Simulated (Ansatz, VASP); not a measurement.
# One calculation of MgO, two programs

```xyz
2
Lattice="0.0000 2.1648 2.1648 2.1648 0.0000 2.1648 2.1648 2.1648 0.0000" Properties=species:S:1:pos:R:3 pbc="T T T"
Mg    0.0000    0.0000    0.0000
O     1.0824    1.0824    1.0824
```

Change from the starting cell: volume scaled by 0.88, LAPW.

Alike in both runs: task single point; functional LDA; k mesh 16 × 16 × 16; occupations fermi-dirac, width 0.05 eV; no spin polarisation.

|  | VASP | Ansatz |
| --- | --- | --- |
| version | VASP 6.6.1 | Ansatz 0.2.0 |
| potentials or method | VASP PAW LDA potentials, release 64 (Mg, O), cutoff 600 eV | all-electron LAPW, scalar-relativistic |

Ansatz gave:

```
gap on the k mesh at the Fermi level (eV) : 4.52
pressure (GPa)                            : 21.8
```

Which values does VASP return?

gap on the k mesh at the Fermi level (eV): 4.52; pressure (GPa): 21.0.

LDA's correlation is that of Perdew and Zunger in VASP and of Perdew and Wang (1992) in Ansatz. Ansatz ran all-electron here, and VASP with PAW potentials.
